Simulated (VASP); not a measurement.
# LiBH3 (Cm) in VASP: a series of runs

The runs below take LiBH3 through single point, relaxation of cell and atoms, with PBE.

All numbers are computed with VASP 6.6.1; they aren't measurements. Logs are shortened: lines on timing, memory, paths and dates and some standing lists are left out, and cuts for length are marked.

### Step 1. The cell of the first run

Symmetry: Cm, No. 8, monoclinic system. The conventional cell has a = 6.856 Å, b = 6.856 Å, c = 3.428 Å, α = 90.00°, β = 90.00°, γ = 90.00°. Within 3.0 Å of Li (site symmetry m) lie 12 H at 2.22 to 2.57 Å and 8 B at 2.97 Å. Li (site symmetry m) has 12 H at 2.29 to 2.63 Å and 8 B at 2.97 Å within 3.0 Å. Within 2.2 Å of B (site symmetry 1) lie 6 H at 1.62 to 1.82 Å. H (site symmetry m) has 2 B at 1.72 Å and 4 Li at 2.35 to 2.50 Å and 8 H at 2.43 Å within 2.5 Å. Within 2.3 Å of H (site symmetry 1) lie 2 B at 1.62 to 1.82 Å and 1 Li at 2.29 Å. H (site symmetry 1) has 2 B at 1.62 to 1.81 Å within 2.2 Å. H (site symmetry m) has 2 B at 1.73 Å and 4 Li at 2.22 to 2.63 Å and 8 H at 2.43 Å within 2.7 Å.

### Step 2. Single point, PBE

INCAR

```
PREC = Accurate
ENCUT = 520
EDIFF = 1E-6
ISMEAR = 0
SIGMA = 0.1
LREAL = F
LASPH = T
NELM = 60
ALGO = Normal
ISIF = 2
LWAVE = F
LCHARG = F
GGA = PE
NBANDS = 20
```

KPOINTS

```
Automatic mesh
0
Gamma
  4 4 6
```

POSCAR

```
LiBH3
1.0
    3.4278817800     -3.4278817800      0.0000000000
    3.4278817800      3.4278817800      0.0000000000
    0.0000000000      0.0000000000      3.4278817800
Li B H
2 2 6
Direct
    0.5140069500      0.5140069500      0.4719861100
    0.0140069500      0.0140069500      0.4719861100
    0.5140069500      0.0140069500      0.9719861100
    0.0140069500      0.5140069500      0.9719861100
    0.2650012800      0.2650012800      0.0000000000
    0.7650012800      0.2349987200      0.0000000000
    0.5000000000      0.0000000000      0.5000000000
    0.7349987200      0.7349987200      0.0000000000
    0.2349987200      0.7650012800      0.0000000000
    0.0000000000      0.5000000000      0.5000000000
```

Potentials or basis: VASP PAW PBE potentials, release 64 (Li_sv, B, H).

Run with:

```sh
$ cat potpaw_PBE.64/Li_sv/POTCAR potpaw_PBE.64/B/POTCAR potpaw_PBE.64/H/POTCAR > POTCAR
$ mpirun -np 1 vasp_std > vasp.out
```

OUTCAR:

```text
PREC = Accurate
   ENCUT = 520
   EDIFF = 1E-6
   ISMEAR = 0
   LREAL = F
   LASPH = T
   NELM = 60
   ISIF = 2
   GGA = PE

 ion  position               nearest neighbor table
   1  0.514  0.514  0.472-
   2  0.014  0.014  0.472-
   3  0.514  0.014  0.972-
   4  0.014  0.514  0.972-
   5  0.265  0.265  0.000-
   6  0.765  0.235  0.000-
   7  0.500  0.000  0.500-
   8  0.735  0.735  0.000-
   9  0.235  0.765  0.000-
  10  0.000  0.500  0.500-

  LATTYP: Found a simple tetragonal cell.
 ALAT       =     4.8477569035
 C/A-ratio  =     0.7071067812

  Lattice vectors:

 A1 = (   3.4278817800,  -3.4278817800,   0.0000000000)
 A2 = (   3.4278817800,   3.4278817800,   0.0000000000)
 A3 = (   0.0000000000,   0.0000000000,   3.4278817800)

Analysis of symmetry for initial positions (statically):
=====================================================================
 Subroutine PRICEL returns:
 Original cell was already a primitive cell.

 Routine SETGRP: Setting up the symmetry group for a
 simple tetragonal supercell.

 Subroutine GETGRP returns: Found  2 space group operations
 (whereof  2 operations were pure point group operations)
 out of a pool of 16 trial point group operations.

The static configuration has the point symmetry C_1h.

Analysis of symmetry for dynamics (positions and initial velocities):
=====================================================================
 Subroutine PRICEL returns:
 Original cell was already a primitive cell.

 Routine SETGRP: Setting up the symmetry group for a
 simple tetragonal supercell.

 Subroutine GETGRP returns: Found  2 space group operations
 (whereof  2 operations were pure point group operations)
 out of a pool of 16 trial point group operations.

The dynamic configuration has the point symmetry C_1h.

 Subroutine INISYM returns: Found  2 space group operations
 (whereof  2 operations are pure point group operations),
 and found     1 'primitive' translations

----------------------------------------------------------------------------------------

                                     Primitive cell

  volume of cell :      80.5578

  direct lattice vectors                    reciprocal lattice vectors
     3.427881780 -3.427881780  0.000000000     0.145862673 -0.145862673  0.000000000
     3.427881780  3.427881780  0.000000000     0.145862673  0.145862673  0.000000000
     0.000000000  0.000000000  3.427881780     0.000000000  0.000000000  0.291725346

  length of vectors
     4.847756903  4.847756903  3.427881780     0.206280971  0.206280971  0.291725346

  position of ions in fractional coordinates (direct lattice)
     0.514006950  0.514006950  0.471986110
     0.014006950  0.014006950  0.471986110
     0.514006950  0.014006950  0.971986110
     0.014006950  0.514006950  0.971986110
     0.265001280  0.265001280  0.000000000
     0.765001280  0.234998720  0.000000000
     0.500000000  0.000000000  0.500000000
     0.734998720  0.734998720  0.000000000
     0.234998720  0.765001280  0.000000000
     0.000000000  0.500000000  0.500000000

  ion indices of the primitive-cell ions
   primitive index   ion index
                 1           1
                 2           2
                 3           3
                 4           4
                 5           5
                 6           6
                 7           7
                 8           8
                 9           9
                10          10

----------------------------------------------------------------------------------------

 KPOINTS: Automatic mesh

Automatic generation of k-mesh.
 Grid dimensions read from file:
 generate k-points for:    4    4    6

 Generating k-lattice:

  Cartesian coordinates                     Fractional coordinates (reciprocal lattice)
     0.036465668 -0.036465668  0.000000000     0.250000000  0.000000000  0.000000000
     0.036465668  0.036465668  0.000000000     0.000000000  0.250000000  0.000000000
     0.000000000  0.000000000  0.048620891     0.000000000  0.000000000  0.166666667

  Length of vectors
     0.051570243  0.051570243  0.048620891

  Shift w.r.t. Gamma in fractional coordinates (k-lattice)
     0.000000000  0.000000000  0.000000000

 Subroutine IBZKPT returns following result:
 ===========================================

 Found     34 irreducible k-points:

 Following reciprocal coordinates:
            Coordinates               Weight
  0.000000  0.000000  0.000000      1.000000
  0.250000  0.000000  0.000000      4.000000
  0.500000  0.000000  0.000000      2.000000
  0.250000  0.250000  0.000000      2.000000
 -0.250000  0.250000  0.000000      2.000000
  0.500000  0.250000  0.000000      4.000000
[... 16 lines left out ...]
 -0.250000  0.250000  0.333333      4.000000
 -0.250000 -0.250000  0.333333      2.000000
 [... further k-points ...]
   k-points           NKPTS =     34   k-points in BZ     NKDIM =     34   number of bands    NBANDS=     20
   number of dos      NEDOS =    301   number of ions     NIONS =     10
   total plane-waves  NPLWV =  36288
   dimension x,y,z NGX =    36 NGY =   36 NGZ =   28
   dimension x,y,z NGXF=    72 NGYF=   72 NGZF=   56
   ions per type =               2   2   6
   NGX,Y,Z   is equivalent  to a cutoff of  12.35, 12.35, 13.58 a.u.
   NGXF,Y,Z  is equivalent  to a cutoff of  24.69, 24.69, 27.16 a.u.
 SYSTEM =  unknown system
   PREC   = accura    normal or accurate (medium, high low for compatibility)
   ISTART =      0    job   : 0-new  1-cont  2-samecut
   ICHARG =      2    charge: 1-file 2-atom 10-const
   ISPIN  =      1    spin polarized calculation?
   LNONCOLLINEAR =      F non collinear calculations
   LSORBIT =      F    spin-orbit coupling
   LASPH  =      T    aspherical Exc in radial PAW
   ENCUT  =  520.0 eV  38.22 Ry    6.18 a.u.   9.01  9.01  6.37*2*pi/ulx,y,z
   NELM   =     60;   NELMIN=  2; NELMDL= -5     # of ELM steps
   EDIFF  = 0.1E-05   stopping-criterion for ELM
   LREAL  =      F    real-space projection
   EDIFFG = 0.1E-04   stopping-criterion for IOM
   NSW    =      0    number of steps for IOM
   IBRION =     -1    ionic relax: 0-MD 1-quasi-New 2-CG
   NFREE  =      0    steps in history (QN), initial steepest desc. (CG)
   ISIF   =      2    stress and relaxation
   ISYM   =      2    0-nonsym 1-usesym 2-fastsym
   POTIM  = 0.5000    time-step for ionic-motion
   TEBEG  =    0.0;   TEEND  =   0.0 temperature during run
   PSTRESS=    0.0 pullay stress
   NELECT =      18.0000    total number of electrons
   NUPDOWN=      -1.0000    fix difference up-down
   EMIN   =  10.00;   EMAX   =-10.00  energy-range for DOS
   EFERMI =   0.00;   METHOD = LEGACY
   ISMEAR =     0;   SIGMA  =   0.10  broadening in eV -4-tet -1-fermi 0-gaus
   EFERMI_NEDOS =   21; number of points for ismear=-14 and -15
   IALGO  =     38    algorithm
   IMIX   =      4    mixing-type and parameters
     AMIX     =   0.40;   BMIX     =  1.00
     AMIX_MAG =   1.60;   BMIX_MAG =  1.00
  volume/ion in A,a.u.               =       8.06        54.36
  Fermi-wavevector in a.u.,A,eV,Ry     =   0.993413  1.877278 13.427173  0.986869
  Thomas-Fermi vector in A             =   2.125293
   LORBIT       =      0    0 simple, 1 ext, 2 COOP (PROOUT), +10 PAW based schemes
   GGA     = PE    functional components
   LHFCALC =     F    Hartree Fock is set to
   AEXX    =    0.0000 exact exchange contribution
   IVDW    =     0    specifies the selected vdW correction
   LEPSILON=     F    determine dielectric tensor
   LRPA    =     F    only Hartree local field effects (RPA)
 non-spin polarized calculation
 Gauss-broadening in eV      SIGMA  =   0.10
  energy-cutoff  :      520.00
  volume of cell :       80.56
 maximum number of plane-waves:      2216
   NGX = 19   NGY = 19   NGZ = 13

 number of electron      17.9999998 magnetization

 Free energy of the ion-electron system (eV)
  ---------------------------------------------------
  ext. energy  EPLUGINS =         0.00000000
  ---------------------------------------------------
  free energy    TOTEN  =       -33.56832222 eV

  energy without entropy =      -33.54783933  energy(sigma->0) =      -33.55808078

 E-fermi :   1.9860     XC(G=0):  -8.6735

 val. band max:        1.9853349758   @ k =  -0.2500   0.5000   0.3333
 cond. band min:       1.9904595073   @ k =   0.5000   0.2500   0.3333
 fundamental gap:      0.0051245315
 Fermi energy:         1.9859994088

 k-point     1 :       0.0000    0.0000    0.0000
  band No.  band energies     occupation
      1     -45.6361      2.00000
      2     -45.6331      2.00000
      3      -9.0023      2.00000
      4      -5.4872      2.00000
      5      -4.0753      2.00000
      6      -4.0648      2.00000
[... 12 lines left out ...]
     19      11.9495      0.00000
     20      11.9626      0.00000

 k-point     2 :       0.2500    0.0000    0.0000
  band No.  band energies     occupation
      1     -45.6358      2.00000
      2     -45.6334      2.00000
      3      -8.7141      2.00000
      4      -6.5849      2.00000
      5      -3.7182      2.00000
      6      -2.9396      2.00000
[... 12 lines left out ...]
     19      10.8181      0.00000
     20      11.3140      0.00000

 k-point     3 :       0.5000    0.0000    0.0000
  band No.  band energies     occupation
      1     -45.6350      2.00000
      2     -45.6341      2.00000
      3      -7.8786      2.00000
      4      -7.8672      2.00000
      5      -2.6569      2.00000
      6      -2.6310      2.00000
[... 12 lines left out ...]
     19      10.2284      0.00000
     20      10.2942      0.00000

 k-point     4 :       0.2500    0.2500    0.0000
  band No.  band energies     occupation
      1     -45.6355      2.00000
      2     -45.6337      2.00000
      3      -8.4454      2.00000
      4      -6.8549      2.00000
      5      -4.3937      2.00000
      6      -2.5177      2.00000
[... 429 lines left out ...]
 k-point    23 :      -0.2500    0.2500    0.3333
  band No.  band energies     occupation
      1     -45.6344      2.00000
      2     -45.6326      2.00000
      3      -7.4749      2.00000
      4      -5.7660      2.00000
      5      -3.9283      2.00000
      6      -3.3460      2.00000
[... 12 lines left out ...]
     19      10.1990      0.00000
     20      10.5197      0.00000

 k-point    24 :      -0.2500   -0.2500    0.3333
  band No.  band energies     occupation
      1     -45.6344      2.00000
      2     -45.6326      2.00000
      3      -7.4756      2.00000
      4      -5.7665      2.00000
      5      -3.9051      2.00000
      6      -3.3509      2.00000
[... 12 lines left out ...]
     19      10.3188      0.00000
     20      10.5956      0.00000

 [... further k-points ...]
[... 5 lines left out ...]
  --------------------------------------------------------------------------------------
  -------------------------------------------------------------------------------------
  Total       -7.7321133     -8.3520357     -7.6150047      0.0000000      0.0000000     -0.4189559
  in kB     -153.7805064   -166.1098627   -151.4513875      0.0000000      0.0000000     -8.3324252
  external PRESSURE =    -157.1139189 kB  Pullay stress =       0.0000000 kB

 VOLUME and BASIS-vectors are now :
 -----------------------------------------------------------------------------
  energy-cutoff  :      520.00
  volume of cell :       80.56
      direct lattice vectors                 reciprocal lattice vectors
     3.427881780 -3.427881780  0.000000000     0.145862673 -0.145862673  0.000000000
     3.427881780  3.427881780  0.000000000     0.145862673  0.145862673  0.000000000
     0.000000000  0.000000000  3.427881780     0.000000000  0.000000000  0.291725346

 POSITION                                       TOTAL-FORCE (eV/Angst)
 -----------------------------------------------------------------------------------
      3.52391      0.00000      1.61791         0.058267     -0.000000     -0.048036
      0.09603      0.00000      1.61791         0.054823     -0.000000     -0.048692
      1.80997     -1.71394      3.33185         0.657768     -0.106411     -0.647135
      1.80997      1.71394      3.33185         0.657768      0.106411     -0.647135
      1.81679      0.00000      0.00000        -0.048256     -0.000000     -0.079592
      3.42788     -1.81679      0.00000        -0.909564      0.121377     -0.107755
      1.71394     -1.71394      1.71394         0.120986      0.008276      0.886154
      5.03898      0.00000      0.00000         0.196787     -0.000000     -0.086207
      3.42788      1.81679      0.00000        -0.909564     -0.121377     -0.107755
      1.71394      1.71394      1.71394         0.120986     -0.008276      0.886154
 -----------------------------------------------------------------------------------
    total drift:                                0.000174      0.000000      0.000836

  FREE ENERGIE OF THE ION-ELECTRON SYSTEM (eV)
  ---------------------------------------------------
  free  energy   TOTEN  =       -33.5683222241 eV

  energy  without entropy=      -33.5478393290  energy(sigma->0) =      -33.55808078
```

Run time: 33 s. Hardware: 1 thread of Intel Xeon Platinum 8488C (Sapphire Rapids), shared host; peak memory 0.2 GiB.

Results:

```yaml
Free_energy: -33.5683 eV
Largest_force: 0.929 eV/Å
Band_gap_on_the_k_mesh: zero (bands 9 and 10 overlap by 3.26 eV)
```

Forces in eV/Å, atoms in the order of the input:
```
Li   0.058  0.000 -0.048
Li   0.055  0.000 -0.049
B    0.658 -0.106 -0.647
B    0.658  0.106 -0.647
H   -0.048  0.000 -0.080
H   -0.910  0.121 -0.108
H    0.121  0.008  0.886
H    0.197  0.000 -0.086
H   -0.910 -0.121 -0.108
H    0.121 -0.008  0.886
```

Levels at points of the mesh, in eV from the Fermi level:
```
           k point  band 6  band 7  band 8  band 9  band 10  band 11  band 12  band 13
(0.00, 0.00, 0.00)   -6.05   -1.39   -1.21    0.55     0.70     0.96     1.84     2.27
(0.50, 0.00, 0.00)   -4.62   -3.46   -3.45    1.06     1.06     2.41     2.41     5.14
(0.50, 0.50, 0.00)   -6.66   -0.83   -0.67    1.47     1.48     1.70     1.91     4.32
(0.00, 0.00, 0.50)   -5.26   -5.23   -4.28   -0.81     1.47     1.63     2.26     2.28
(0.50, 0.00, 0.50)   -6.07   -3.87   -3.86   -1.40    -1.37     3.75     3.76     3.99
(0.50, 0.50, 0.50)   -6.07   -6.05   -6.03    1.82     2.09     2.13     2.16     3.35
```

Caveat: the cutoff is under 1.25 times the usual one of these potentials, so pressure, stress and relaxed cells hold a basis-set (Pulay) error.

### Step 3. Relaxation of cell and atoms, PBE

INCAR

```
SYSTEM = LiBH3
ALGO = Normal
EDIFF = 1E-6
EDIFFG = -0.04
ENCUT = 600
GGA = PE
IBRION = 2
ISIF = 3
ISMEAR = 0
LASPH = .True.
LCHARG = .False.
LREAL = .False.
LWAVE = .False.
NELM = 100
NSW = 90
PREC = Accurate
SIGMA = 0.1
```

KPOINTS

```
k-points
0
Gamma
  4 4 6
  0 0 0
```

POSCAR is that of step 2.

Potentials or basis: VASP PAW PBE potentials, release 64 (Li_sv, B, H).

Run with:

```sh
$ cat potpaw_PBE.64/Li_sv/POTCAR potpaw_PBE.64/B/POTCAR potpaw_PBE.64/H/POTCAR > POTCAR
$ mpirun -np 1 vasp_std > vasp.out
```

Run time: 22 min. Hardware: 1 thread of Intel Xeon Platinum 8488C (Sapphire Rapids), shared host; peak memory 0.22 GiB.

It converged, with:

```
Free energy                           : -37.0927 eV
Relaxed volume                        : 6.97 Å³/atom
Relaxed cell                          : a = 4.668 Å, b = 4.668 Å, c = 3.768 Å, α = 111.50°, β = 111.50°, γ = 72.52°
Space group after relaxing (to 0.1 Å) : Cm (No. 8)
Energy gained by relaxing             : 352.2 meV/atom
Ionic steps                           : 58
Pressure after relaxing               : 0.0 GPa
Largest force after relaxing          : 0.038 eV/Å
Band gap on the k mesh                : zero (bands 9 and 10 overlap by 1.39 eV)
```

Forces in eV/Å, atoms in the order of the input:
```
Li  -0.005  0.000 -0.023
Li   0.028  0.000 -0.012
B   -0.030  0.014  0.004
B   -0.030 -0.014  0.004
H   -0.011  0.000 -0.011
H    0.021  0.009  0.031
H    0.013 -0.005 -0.016
H   -0.020  0.000  0.006
H    0.021 -0.009  0.031
H    0.013  0.005 -0.016
```

Stress tensor (GPa, compression positive):
```
 0.11  0.00  0.12
 0.00 -0.09  0.00
 0.12  0.00 -0.07
```

The path:
```
step  energy change (eV)  largest force (eV/Å)  pressure (GPa)  volume (Å³)
   1              0.0000                0.9284          -15.65        80.56
   3             -1.8139                0.7502            2.46        60.41
   5             -2.0347                0.3205            7.60        59.35
   7             -2.2348                0.5695            9.39        60.02
   9             -2.6823                0.6737            4.25        66.63
  11             -2.7919                0.2227            2.46        66.57
  13             -2.8418                0.2489            0.36        68.25
  15             -2.8689                0.1480            0.03        69.52
  17             -2.8782                0.2948            0.12        69.77
  19             -2.9227                0.3676           -0.07        70.65
  21             -2.9332                0.6906           -0.13        71.23
  23             -2.9742                0.7003           -0.17        71.78
  25             -3.0896                0.7908            0.41        73.70
  27             -3.1790                0.6177            0.06        74.74
  29             -3.2139                0.3024           -0.73        75.13
  31             -3.2439                0.2266           -0.86        74.62
  33             -3.2593                0.3431           -0.39        73.71
  35             -3.2863                0.2638            0.58        71.87
  37             -3.3214                0.3182            0.92        71.01
  39             -3.3305                0.4109            0.99        70.66
  41             -3.3577                0.5878            0.51        70.17
  43             -3.4157                0.3404           -0.02        69.92
  45             -3.4418                0.3699           -0.41        69.63
  47             -3.4831                0.2457            0.27        68.97
  49             -3.4898                0.1992            0.51        68.96
  51             -3.5098                0.2197            0.31        69.66
  53             -3.5157                0.1737           -0.44        70.02
  55             -3.5205                0.0784           -0.33        70.03
  57             -3.5214                0.0779           -0.10        69.90
  58             -3.5224                0.0382           -0.01        69.74
```

Final structure:
```yaml
crystal:
  lattice:
    - [3.66179, -2.76053, -0.87002]
    - [3.66179, 2.76053, -0.87002]
    - [-0.88992, 0.00000, 3.66093]
  atoms:
    - { symbol: Li, position: [0.48961, 0.48961, 0.52052] }
    - { symbol: Li, position: [0.98571, 0.98571, 0.53042] }
    - { symbol: B, position: [0.55521, 0.05291, 0.88655] }
    - { symbol: B, position: [0.05291, 0.55521, 0.88655] }
    - { symbol: H, position: [0.26076, 0.26076, 0.96611] }
    - { symbol: H, position: [0.73860, 0.23361, 0.04144] }
    - { symbol: H, position: [0.49109, 0.98893, 0.52395] }
    - { symbol: H, position: [0.75960, 0.75960, 0.96704] }
    - { symbol: H, position: [0.23361, 0.73860, 0.04144] }
    - { symbol: H, position: [0.98893, 0.49109, 0.52395] }
```

Levels at points of the mesh, in eV from the Fermi level:
```
           k point  band 6  band 7  band 8  band 9  band 10  band 11  band 12  band 13
(0.00, 0.00, 0.00)   -6.00   -4.65   -3.91   -0.33     2.44     2.82     3.11     3.42
(0.50, 0.00, 0.00)   -5.71   -4.63   -4.60    0.00     0.06     3.52     3.56     5.47
(0.50, 0.50, 0.00)   -7.57   -4.68   -3.50    0.67     2.38     3.92     5.55     5.88
(0.00, 0.00, 0.50)   -7.05   -4.68   -4.15   -2.72     1.35     2.59     3.92     4.08
(0.50, 0.00, 0.50)   -6.59   -5.15   -5.13   -0.74    -0.72     4.50     4.56     5.75
(0.50, 0.50, 0.50)   -7.04   -6.12   -5.62   -0.28     1.99     2.81     3.89     3.95
```

Caveat: the cutoff is under 1.25 times the usual one of these potentials, so pressure, stress and relaxed cells hold a basis-set (Pulay) error.

The gap in the log of VASP goes by the Fermi energy; the results here count the filled bands.